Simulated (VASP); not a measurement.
Runs of VASP 6.6.1 on RbBr. The structure is that of space group F-43m (No. 216), or close to it. The cells are those of the table. 

```csv
level,cell,smearing,gap on the mesh (eV),pressure (GPa)
r2SCAN,"a = 5.472, b = 5.472, c = 5.430 Å, angles 60.3, 60.3, 60.5°, 2 atoms",gaussian 0.01 eV,(a),0.0
r2SCAN,"a = 5.472, b = 5.534, c = 5.534 Å, angles 59.3, 60.4, 60.4°, 2 atoms",gaussian 0.01 eV,4.62,-0.2
PBE,"a = 5.485 Å, angles 59.4°, 2 atoms",fermi-dirac 0.02 eV,(b),0.3
PBE,"a = 5.472, b = 5.534, c = 5.534 Å, angles 59.3, 60.4, 60.4°, 2 atoms",fermi-dirac 0.02 eV,4.04,0.0
PBE,"a = 5.472, b = 5.472, c = 5.430 Å, angles 60.3, 60.3, 60.5°, 2 atoms",fermi-dirac 0.02 eV,4.07,(c)
```

Alike in all rows: task single point; potentials or basis VASP PAW PBE potentials, release 64 (Rb_sv, Br); no spin polarisation; k mesh 6 × 6 × 6; cutoff (eV) 520.

Fill in the values left out.

(a) 4.64; (b) 4.08; (c) 0.2.

Caveats: the PAW data sets were made with another functional, which shifts forces and pressure a little (some runs).

A k mesh can miss the band edges, and the runs leave out spin-orbit coupling on Br, Rb.
